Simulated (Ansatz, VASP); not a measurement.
# Two plane-wave programs on Si

```xyz
6
Lattice="2.5355 -2.6328 0.0000 2.5355 2.6328 0.0000 -0.9194 0.0000 5.7518" Properties=species:S:1:pos:R:3 pbc="T T T"
Si    1.2018    0.7747    2.1745
Si    3.4095    0.7747    0.7014
Si    2.9498   -0.7747    3.5773
Si    0.7421   -0.7747    5.0504
Si    1.2678    1.3164    0.0000
Si    0.8080   -1.3164    2.8759
```

Alike in both runs: task single point; functional PBE; k mesh 6 × 6 × 4; occupations gaussian, width 0.1 eV; no spin polarisation.

|  | VASP | Ansatz |
| --- | --- | --- |
| version | VASP 6.6.1 | Ansatz 0.2.0 |
| potentials or method | VASP PAW PBE potentials, release 64 (Si), cutoff 520 eV | scalar-relativistic, plane waves, PAW |
| valence electrons in the cell | 24 | 24 |

|  | VASP | Ansatz | Ansatz less VASP |
| --- | --- | --- | --- |
| gap on the k mesh at the Fermi level (eV) | none | none | - |
| rms of the force components (eV/Å) | 2.912 | 2.930 | +0.0186 |

Atom by atom the forces differ by 0.019 eV/Å (rms over components). A gap of «none» marks a metal or a gap that the smearing closes.
